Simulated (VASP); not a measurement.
# LaTaO (P4/nmm) in VASP: a series of runs

Runs on LaTaO. Level: PBE. Tasks: single point, relaxation of cell and atoms.

Everything below comes from runs of VASP 6.6.1. Logs are shortened: lines on timing, memory, paths and dates and some standing lists are left out, and cuts for length are marked.

## 1. The cell of the first run

It takes space group P4/nmm (No. 129, tetragonal). Conventional cell: a = 4.145 Å, b = 4.145 Å, c = 6.283 Å, α = 90.00°, β = 90.00°, γ = 90.00°. La (site symmetry -4m2) has 4 O at 2.69 Å and 4 Ta at 2.72 Å and 4 La at 2.93 Å within 3.5 Å. Ta (site symmetry 4mm) has 4 La at 2.72 Å and 6 O at 2.81 to 3.47 Å within 3.6 Å. Within 3.5 Å of O (site symmetry 4mm) lie 4 La at 2.69 Å and 6 Ta at 2.81 to 3.47 Å.

The cell was built from a structure type or drawn by symmetry, and may not be a known phase.

## 2. Single point, PBE

The input, INCAR:

```
PREC = Accurate
ENCUT = 520
EDIFF = 1E-6
ISMEAR = 0
SIGMA = 0.1
LREAL = F
LASPH = T
NELM = 80
ALGO = Normal
ISIF = 2
LWAVE = F
LCHARG = F
GGA = PE
NBANDS = 37
```

The input, KPOINTS:

```
regular mesh
0
Gamma
  4 4 4
```

The input, POSCAR:

```
LaTaO
1.0
    4.1451421100      0.0000000000      0.0000000000
    0.0000000000      4.1451421100      0.0000000000
    0.0000000000      0.0000000000      6.2833746200
La Ta O
2 2 2
Direct
    0.0000000000      0.0000000000      0.0000000000
    0.5000000000      0.5000000000      0.0000000000
    0.5000000000      0.0000000000      0.2800000000
    0.0000000000      0.5000000000      0.7200000000
    0.5000000000      0.0000000000      0.7270000000
    0.0000000000      0.5000000000      0.2730000000
```

Potentials or basis: VASP PAW PBE potentials, release 64 (La, Ta_pv, O).

The run is started by

```sh
cat potpaw_PBE.64/La/POTCAR potpaw_PBE.64/Ta_pv/POTCAR potpaw_PBE.64/O/POTCAR > POTCAR
mpirun -np 1 vasp_std > vasp.out
```

OUTCAR:

```text
PREC = Accurate
   ENCUT = 520
   EDIFF = 1E-6
   ISMEAR = 0
   LREAL = F
   LASPH = T
   NELM = 80
   ISIF = 2
   GGA = PE

 ion  position               nearest neighbor table
   1  0.000  0.000  0.000-   5 2.69   6 2.69   6 2.69   5 2.69   4 2.72   3 2.72   3 2.72   4 2.72
                             2 2.93   2 2.93   2 2.93   2 2.93
   2  0.500  0.500  0.000-   5 2.69   6 2.69   5 2.69   6 2.69   3 2.72   3 2.72   4 2.72   4 2.72
                             1 2.93   1 2.93   1 2.93   1 2.93
   3  0.500  0.000  0.280-   1 2.72   2 2.72   2 2.72   1 2.72
   4  0.000  0.500  0.720-   1 2.72   2 2.72   1 2.72   2 2.72
   5  0.500  0.000  0.727-   1 2.69   2 2.69   2 2.69   1 2.69
   6  0.000  0.500  0.273-   1 2.69   2 2.69   1 2.69   2 2.69

  LATTYP: Found a simple tetragonal cell.
 ALAT       =     4.1451421100
 C/A-ratio  =     1.5158405800

  Lattice vectors:

 A1 = (   4.1451421100,   0.0000000000,   0.0000000000)
 A2 = (   0.0000000000,   4.1451421100,   0.0000000000)
 A3 = (   0.0000000000,   0.0000000000,   6.2833746200)

Analysis of symmetry for initial positions (statically):
=====================================================================
 Subroutine PRICEL returns:
 Original cell was already a primitive cell.

 Routine SETGRP: Setting up the symmetry group for a
 simple tetragonal supercell.

 Subroutine GETGRP returns: Found 16 space group operations
 (whereof  8 operations were pure point group operations)
 out of a pool of 16 trial point group operations.

The static configuration has the point symmetry D_2d.
 The point group associated with its full space group is D_4h.

Analysis of symmetry for dynamics (positions and initial velocities):
=====================================================================
 Subroutine PRICEL returns:
 Original cell was already a primitive cell.

 Routine SETGRP: Setting up the symmetry group for a
 simple tetragonal supercell.

 Subroutine GETGRP returns: Found 16 space group operations
 (whereof  8 operations were pure point group operations)
 out of a pool of 16 trial point group operations.

The dynamic configuration has the point symmetry D_2d.
 The point group associated with its full space group is D_4h.

 Subroutine INISYM returns: Found 16 space group operations
 (whereof  8 operations are pure point group operations),
 and found     1 'primitive' translations

----------------------------------------------------------------------------------------

                                     Primitive cell

  volume of cell :     107.9622
[... 95 lines left out ...]
   NFREE  =      0    steps in history (QN), initial steepest desc. (CG)
   ISIF   =      2    stress and relaxation
   ISYM   =      2    0-nonsym 1-usesym 2-fastsym
   POTIM  = 0.5000    time-step for ionic-motion
   TEBEG  =    0.0;   TEEND  =   0.0 temperature during run
   PSTRESS=    0.0 pullay stress
   NELECT =      56.0000    total number of electrons
   NUPDOWN=      -1.0000    fix difference up-down
   EMIN   =  10.00;   EMAX   =-10.00  energy-range for DOS
   EFERMI =   0.00;   METHOD = LEGACY
   ISMEAR =     0;   SIGMA  =   0.10  broadening in eV -4-tet -1-fermi 0-gaus
   EFERMI_NEDOS =   21; number of points for ismear=-14 and -15
   IALGO  =     38    algorithm
   IMIX   =      4    mixing-type and parameters
     AMIX     =   0.40;   BMIX     =  1.00
     AMIX_MAG =   1.60;   BMIX_MAG =  1.00
  volume/ion in A,a.u.               =      17.99       121.43
  Fermi-wavevector in a.u.,A,eV,Ry     =   1.315367  2.485683 23.540665  1.730190
  Thomas-Fermi vector in A             =   2.445555
   LORBIT       =      0    0 simple, 1 ext, 2 COOP (PROOUT), +10 PAW based schemes
   GGA     = PE    functional components
   LHFCALC =     F    Hartree Fock is set to
   AEXX    =    0.0000 exact exchange contribution
   IVDW    =     0    specifies the selected vdW correction
   LEPSILON=     F    determine dielectric tensor
   LRPA    =     F    only Hartree local field effects (RPA)
 non-spin polarized calculation
 Gauss-broadening in eV      SIGMA  =   0.10
  energy-cutoff  :      520.00
  volume of cell :      107.96
 maximum number of plane-waves:      2952
 NGX is ok and might be reduce to    32
   NGX = 15   NGY = 15   NGZ = 23

 number of electron      56.0000014 magnetization

 Free energy of the ion-electron system (eV)
  ---------------------------------------------------
  ext. energy  EPLUGINS =         0.00000000
  ---------------------------------------------------
  free energy    TOTEN  =       -36.62879446 eV

  energy without entropy =      -36.59695439  energy(sigma->0) =      -36.61287442

 E-fermi :   7.6798     XC(G=0): -11.2643

 val. band max:        7.6701277131   @ k =   0.5000   0.0000   0.2500
 cond. band min:       7.6846104983   @ k =   0.2500   0.0000   0.5000
 fundamental gap:      0.0144827851
 Fermi energy:         7.6797797265

 k-point     1 :       0.0000    0.0000    0.0000
  band No.  band energies     occupation
      1     -27.3526      2.00000
      2     -27.2753      2.00000
      3     -27.2753      2.00000
      4     -27.2596      2.00000
      5     -27.2596      2.00000
      6     -27.1442      2.00000
[... 709 lines left out ...]
     36       9.8793      0.00000
     37      11.1042      0.00000

------------------------ aborting loop because EDIFF is reached ----------------------------------------

  FORCE on cell =-STRESS in cart. coord.  units (eV):
  Direction    XX          YY          ZZ          XY          YZ          ZX
  --------------------------------------------------------------------------------------
  -------------------------------------------------------------------------------------
  Total        9.5202440      9.5202440      8.3323991      0.0000000      0.0000000      0.0000000
  in kB      141.2820089    141.2820089    123.6541915      0.0000000      0.0000000      0.0000000
  external PRESSURE =     135.4060697 kB  Pullay stress =       0.0000000 kB

 VOLUME and BASIS-vectors are now :
 -----------------------------------------------------------------------------
  energy-cutoff  :      520.00
  volume of cell :      107.96
      direct lattice vectors                 reciprocal lattice vectors
     4.145142110  0.000000000  0.000000000     0.241246252  0.000000000  0.000000000
     0.000000000  4.145142110  0.000000000     0.000000000  0.241246252  0.000000000
     0.000000000  0.000000000  6.283374620     0.000000000  0.000000000  0.159150148

 POSITION                                       TOTAL-FORCE (eV/Angst)
 -----------------------------------------------------------------------------------
      0.00000      0.00000      0.00000         0.000000     -0.000000     -0.000000
      2.07257      2.07257      0.00000         0.000000      0.000000     -0.000000
      2.07257      0.00000      1.75934         0.000000      0.000000      5.409654
      0.00000      2.07257      4.52403        -0.000000      0.000000     -5.409654
      2.07257      0.00000      4.56801         0.000000      0.000000     -1.027667
      0.00000      2.07257      1.71536         0.000000     -0.000000      1.027667
 -----------------------------------------------------------------------------------
    total drift:                                0.000000     -0.000000      0.000000

  FREE ENERGIE OF THE ION-ELECTRON SYSTEM (eV)
  ---------------------------------------------------
  free  energy   TOTEN  =       -36.6287944643 eV

  energy  without entropy=      -36.5969543852  energy(sigma->0) =      -36.61287442
```

stdout:

```text
POSCAR found type information on POSCAR LaTaO
 POSCAR found :  3 types and       6 ions
 scaLAPACK will be used
 LDA part: xc-table for (Slater+PW92), standard interpolation
 POSCAR, INCAR and KPOINTS ok, starting setup
 FFT: planning ... GRIDC
 FFT: planning ... GRID_SOFT
 FFT: planning ... GRID
 WAVECAR not read
 entering main loop
```

Wall time 48 s (1 thread of Intel Xeon 6975P-C (Granite Rapids), shared host); peak memory 0.26 GiB.

What came out:

```
Free energy            : -36.6288 eV
Pressure               : 13.5 GPa
Largest force          : 5.410 eV/Å
Band gap on the k mesh : zero (bands 28 and 29 overlap by 0.81 eV)
```

Forces in eV/Å, atoms in the order of the input:
```
La   0.000  0.000  0.000
La   0.000  0.000  0.000
Ta   0.000  0.000  5.410
Ta   0.000  0.000 -5.410
O    0.000  0.000 -1.028
O    0.000  0.000  1.028
```

Caveat: the k points lie up to 0.38 Å⁻¹ apart, too coarse for converged energies and pressures of a metal; spin-orbit coupling is left out, which moves the levels of the heavy elements; forces of over 1 eV/Å act on the atoms, so gaps and moduli don't describe the material at rest.

## 3. Single point, PBE

This run uses another cell than the first one, of 20.70 Å³/atom.

The input, INCAR:

```
ALGO = Normal ; EDIFF = 1E-6
ENCUT = 520 ; GGA = PE
ISIF = 2 ; ISMEAR = 0
LASPH = T ; LCHARG = T
LELF = T ; LREAL = F
LVHAR = T ; LWAVE = F
NBANDS = 37 ; NELM = 60
PREC = Accurate ; SIGMA = 0.1
```

The input, KPOINTS:

```
k-points
0
Gamma
  8 8 6
```

The input, POSCAR:

```
LaTaO
1.0
    4.5530787938      0.0000000000      0.0000000000
    0.0000000000      4.5530787938      0.0000000000
    0.0000000000      0.0000000000      5.9898192096
La Ta O
2 2 2
Direct
    0.0000000000      0.0000000000      0.0000000000
    0.5000000000      0.5000000000      0.0000000000
    0.5000000000      0.0000000000      0.5340324625
    0.0000000000      0.5000000000      0.4659675375
    0.5000000000      0.0000000000      0.8630614024
    0.0000000000      0.5000000000      0.1369385976
```

Potentials or basis: VASP PAW PBE potentials, release 64 (La, Ta_pv, O).

The run is started by

```sh
cat potpaw_PBE.64/La/POTCAR potpaw_PBE.64/Ta_pv/POTCAR potpaw_PBE.64/O/POTCAR > POTCAR
mpirun -np 1 vasp_std > vasp.out
```

Run time: 3.4 min. Hardware: 1 thread of Intel Xeon 6975P-C (Granite Rapids), shared host; peak memory 0.43 GiB.

Results (log left out):

- Free energy: -50.1220 eV
- Pressure: -0.1 GPa
- Largest force: 0.108 eV/Å
- Band gap on the k mesh: zero (bands 28 and 29 overlap by 0.87 eV)

Forces on the atoms (eV/Å):
```
La   0.000  0.000  0.000
La   0.000  0.000  0.000
Ta   0.000  0.000 -0.087
Ta   0.000  0.000  0.087
O    0.000  0.000  0.108
O    0.000  0.000 -0.108
```

Stress tensor (GPa, compression positive):
```
-0.21  0.00  0.00
 0.00 -0.21  0.00
 0.00  0.00  0.23
```

Levels at points of the mesh, in eV from the Fermi level:
| k point | band 24 | band 25 | band 26 | band 27 | band 28 | band 29 | band 30 | band 31 | band 32 | band 33 |
| --- | --- | --- | --- | --- | --- | --- | --- | --- | --- | --- |
| (0.00, 0.00, 0.00) | -2.09 | -1.79 | -0.63 | -0.20 | 0.15 | 0.15 | 0.21 | 1.79 | 1.79 | 1.83 |
| (0.50, 0.00, 0.00) | -2.68 | -0.92 | -0.92 | -0.35 | -0.35 | 0.88 | 0.88 | 1.24 | 1.24 | 1.31 |
| (0.50, 0.50, 0.00) | -2.21 | -0.89 | -0.89 | -0.59 | -0.59 | -0.48 | -0.48 | 1.00 | 1.00 | 1.34 |
| (0.00, 0.00, 0.50) | -1.69 | -1.29 | -1.29 | -1.13 | 0.21 | 0.21 | 1.08 | 1.08 | 1.70 | 1.84 |
| (0.50, 0.00, 0.50) | -2.17 | -0.94 | -0.94 | -0.48 | -0.48 | 0.58 | 0.58 | 1.34 | 1.34 | 1.49 |
| (0.50, 0.50, 0.50) | -2.46 | -1.08 | -1.08 | 0.39 | 0.39 | 0.59 | 0.59 | 1.28 | 1.28 | 1.65 |

Caveat: spin-orbit coupling is left out, which moves the levels of the heavy elements.

## 4. Relaxation of cell and atoms, PBE

This run uses another cell than the first one, of 20.69 Å³/atom.

The input, INCAR:

```
SYSTEM = LaTaO
ALGO = Normal
EDIFF = 1E-6
EDIFFG = -0.01
ENCUT = 600
GGA = PE
IBRION = 2
ISIF = 3
ISMEAR = 0
LASPH = .TRUE.
LCHARG = .FALSE.
LREAL = .FALSE.
LWAVE = .FALSE.
NELM = 80
NSW = 100
PREC = Accurate
SIGMA = 0.1
```

The input, KPOINTS:

```
k-points
0
G
  8 8 6
  0 0 0
```

The input, POSCAR:

```
LaTaO
1.0
    4.5429396719      0.0000000000      0.0000000000
    0.0000000000      4.5429396719      0.0000000000
    0.0000000000      0.0000000000      6.0148858505
La Ta O
2 2 2
Direct
    0.0000000000      0.0000000000      0.0000000000
    0.5000000000      0.5000000000      0.0000000000
    0.5000000000      0.0000000000      0.5351472743
    0.0000000000      0.5000000000      0.4648527257
    0.5000000000      0.0000000000      0.8628176751
    0.0000000000      0.5000000000      0.1371823249
```

The run is started by

```sh
cat potpaw_PBE.64/La/POTCAR potpaw_PBE.64/Ta_pv/POTCAR potpaw_PBE.64/O/POTCAR > POTCAR
mpirun -np 1 vasp_std > vasp.out
```

It took 15 min on 1 thread of Intel Xeon 6975P-C (Granite Rapids), shared host; peak memory 0.47 GiB.

Results (log left out):

```
Free energy                           : -50.1297 eV
Relaxed volume                        : 20.66 Å³/atom
Relaxed cell                          : a = 4.551 Å, b = 4.551 Å, c = 5.986 Å, α = 90.00°, β = 90.00°, γ = 90.00°
Space group after relaxing (to 0.1 Å) : P4/nmm (No. 129)
Energy gained by relaxing             : 0.4 meV/atom
Ionic steps                           : 13
Pressure after relaxing               : 0.0 GPa
Largest force after relaxing          : 0.005 eV/Å
Band gap on the k mesh                : zero (bands 28 and 29 overlap by 0.89 eV)
```

Forces in eV/Å, atoms in the order of the input:
```
La   0.000  0.000  0.000
La   0.000  0.000  0.000
Ta   0.000  0.000  0.005
Ta   0.000  0.000 -0.005
O    0.000  0.000  0.005
O    0.000  0.000 -0.005
```

The path:
```tsv
step	energy change (eV)	largest force (eV/Å)	pressure (GPa)	volume (Å³)
1	0.0000	0.1529	0.01	124.14
2	-0.0009	0.0672	-0.26	124.16
3	-0.0011	0.0080	-0.19	124.16
4	-0.0019	0.0091	0.14	123.75
5	-0.0019	0.0087	0.16	123.74
6	-0.0021	0.0243	-0.03	123.96
7	-0.0021	0.0192	0.00	123.92
8	-0.0021	0.0218	-0.02	123.91
9	-0.0021	0.0115	0.08	123.82
10	-0.0021	0.0185	0.01	123.90
11	-0.0021	0.0184	0.02	123.91
12	-0.0022	0.0127	0.00	123.93
13	-0.0022	0.0055	-0.04	123.98
```

Final structure:
```
La Ta O
1.0
     4.55087    0.00000    0.00000
     0.00000    4.55087    0.00000
     0.00000    0.00000    5.98636
La Ta O
2 2 2
Direct
  0.00000 0.00000 0.00000
  0.50000 0.50000 0.00000
  0.50000 0.00000 0.53376
  0.00000 0.50000 0.46624
  0.50000 0.00000 0.86412
  0.00000 0.50000 0.13588
```

Levels at points of the mesh, in eV from the Fermi level:
```csv
k point,band 24,band 25,band 26,band 27,band 28,band 29,band 30,band 31,band 32,band 33
"(0.00, 0.00, 0.00)",-2.08,-1.79,-0.62,-0.18,0.13,0.13,0.22,1.80,1.80,1.85
"(0.50, 0.00, 0.00)",-2.68,-0.91,-0.91,-0.34,-0.34,0.89,0.89,1.25,1.25,1.30
"(0.50, 0.50, 0.00)",-2.21,-0.88,-0.88,-0.59,-0.59,-0.48,-0.48,1.03,1.03,1.35
"(0.00, 0.00, 0.50)",-1.69,-1.29,-1.29,-1.12,0.20,0.20,1.09,1.09,1.72,1.85
"(0.50, 0.00, 0.50)",-2.16,-0.94,-0.94,-0.47,-0.47,0.60,0.60,1.34,1.34,1.51
"(0.50, 0.50, 0.50)",-2.45,-1.09,-1.09,0.40,0.40,0.60,0.60,1.29,1.29,1.68
```

Caveat: spin-orbit coupling is left out, which moves the levels of the heavy elements.

## 5. The runs side by side

| task | cell | k mesh | cutoff (eV) | gap on the mesh (eV) | pressure (GPa) | largest force (eV/Å) |
| --- | --- | --- | --- | --- | --- | --- |
| single point | a = 4.145, b = 4.145, c = 6.283 Å, 6 atoms, atomic positions A | 4 × 4 × 4 | 520 | none | 13.5 | 5.41 |
| single point | a = 4.553, b = 4.553, c = 5.990 Å, 6 atoms, atomic positions B | 8 × 8 × 6 | 520 | none | -0.1 | 0.11 |
| relaxation of cell and atoms | relaxed from a = 4.543, b = 4.543, c = 6.015 Å, 6 atoms, atomic positions B | 8 × 8 × 6 | 600 | none | 0.0 | 0.01 |

Alike in all rows: level PBE; potentials or basis VASP PAW PBE potentials, release 64 (La, Ta_pv, O); no spin polarisation; smearing gaussian 0.1 eV.

Caveats: some runs use coarse meshes; spin-orbit coupling is left out, which moves the levels of the heavy elements; forces of over 1 eV/Å act on the atoms, so gaps and moduli don't describe the material at rest (at least some runs).

Absolute energies hang on the potentials; compare differences alone.
